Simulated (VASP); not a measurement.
Wanted: the native input for a VASP 6.6.1 run.

- Task: single point
- Functional: PBE
- Potentials or basis: VASP PAW PBE potentials, release 64 (Co, Al)
- Cutoff: 520 eV
- k mesh: 14 × 14 × 14
- Occupations: fermi-dirac, width 0.08 eV
- Spin: no spin polarisation
- Dipole correction: no
- Further INCAR settings: ALGO = Normal; EDIFF = 1e-06; NBANDS = 13

The structure of AlCo (rocksalt type) lies in POSCAR:

```
AlCo
1.0
    0.0000000000      2.3949805772      2.3949805772
    2.3949805772      0.0000000000      2.3949805772
    2.3949805772      2.3949805772      0.0000000000
Co Al
1 1
Direct
    0.0000000000      0.0000000000      0.0000000000
    0.5000000000      0.5000000000      0.5000000000
```

The input as run:

INCAR

```
PREC     = Accurate       # precision mode
ENCUT    = 520            # plane-wave cutoff, eV
EDIFF    = 1E-6           # SCF threshold, eV
ISMEAR   = -1             # smearing method
SIGMA    = 0.08           # smearing width, eV
LREAL    = False          # projectors in reciprocal space
LASPH    = True           # aspherical terms in the spheres
NELM     = 60             # most SCF steps
ALGO     = Normal         # electronic algorithm
ISIF     = 2              # what is computed and relaxed
LWAVE    = False          # write WAVECAR
LCHARG   = False          # write CHGCAR
GGA      = PE             # functional
NBANDS   = 13             # bands
```

KPOINTS

```
Automatic mesh
0
Gamma
  14 14 14
```

Potentials or basis: VASP PAW PBE potentials, release 64 (Co, Al).

Launch:

```bash
$ cat potpaw_PBE.64/Co/POTCAR potpaw_PBE.64/Al/POTCAR > POTCAR
$ mpirun -np 1 vasp_std > vasp.out
```

Results of the run:

The pressure is 0.0 GPa and the band gap on the k mesh is zero (band 6 reaches 8.46 eV, above the bottom of band 7 at 8.28 eV).

Wall time 33 s on 1 thread of Intel(R) Xeon(R) Platinum 8375C CPU @ 2.90GHz (Ice Lake), on a shared host, peak memory 0.18 GiB.
